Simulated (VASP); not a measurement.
Write the native input for VASP 6.6.1 that does the following.

* Task: single point
* Functional: HSE06
* Potentials or basis: VASP PAW PBE potentials, release 64 (Mg, O)
* Cutoff: 520 eV
* k mesh: 8 × 8 × 8
* Occupations: gaussian, width 0.01 eV
* Spin: no spin polarisation
* Dipole correction: no
* Grid for exact exchange (PRECFOCK): Normal
* Further INCAR settings: ALGO = Normal; EDIFF = 1e-06; NBANDS = 11
* Share of exact exchange: 0.25
* Screening parameter: 0.2079 1/Å

Crystal: MgO.

```
CELL_PARAMETERS angstrom
-0.01861 2.10458 2.10458
2.10458 -0.01861 2.10458
2.10458 2.10458 -0.01861
ATOMIC_POSITIONS crystal
Mg 0.00000 0.00000 0.00000
O 0.50000 0.50000 0.50000
```

This cell differs from its parent crystal: epitaxial 111 strain +1.0%.

These files were run (other wordings do the same):

POSCAR

```
MgO
1.0
   -0.0186088284      2.1045802612      2.1045802612
    2.1045802612     -0.0186088284      2.1045802612
    2.1045802612      2.1045802612     -0.0186088284
Mg O
1 1
Direct
    0.0000000000      0.0000000000      0.0000000000
    0.5000000000      0.5000000000      0.5000000000
```

INCAR.step1

```
SYSTEM = MgO
ALGO = Normal ; EDIFF = 1E-5
ENCUT = 520 ; GGA = PE
ISIF = 2 ; ISMEAR = 0
LASPH = .True. ; LCHARG = .False.
LREAL = .False. ; LWAVE = .True.
NBANDS = 11 ; NELM = 80
PREC = Accurate ; SIGMA = 0.01
```

INCAR.step2

```
SYSTEM = MgO
ALGO = Normal ; EDIFF = 1E-6
ENCUT = 520 ; GGA = PE
HFSCREEN = 0.2079 ; ISIF = 2
ISMEAR = 0 ; ISTART = 1
LASPH = .True. ; LCHARG = .False.
LHFCALC = .True. ; LREAL = .False.
LWAVE = .False. ; NBANDS = 11
NELM = 80 ; PREC = Accurate
PRECFOCK = Normal ; SIGMA = 0.01
```

KPOINTS

```
k-points
0
Gamma
  8 8 8
  0 0 0
```

Potentials or basis: VASP PAW PBE potentials, release 64 (Mg, O).

Launch:

```console
$ cat potpaw_PBE.64/Mg/POTCAR potpaw_PBE.64/O/POTCAR > POTCAR
$ cp INCAR.step1 INCAR
$ mpirun -np 1 vasp_std > vasp.out
$ cp INCAR.step2 INCAR
$ mpirun -np 1 vasp_std > vasp.out
```

Results of the run:

```json
{
  "Pressure": "-3.3 GPa",
  "Band gap on the k mesh": "6.25 eV"
}
```

Caveat: the cell differs from its parent crystal (epitaxial 111 strain +1.0%); the cell stands under tension; the PAW data sets were made with another functional, which shifts forces and pressure a little.

It took 75 min on 1 thread of AMD EPYC 7R43 64-Core Processor (Zen 3) (shared host), peak memory 0.23 GiB.
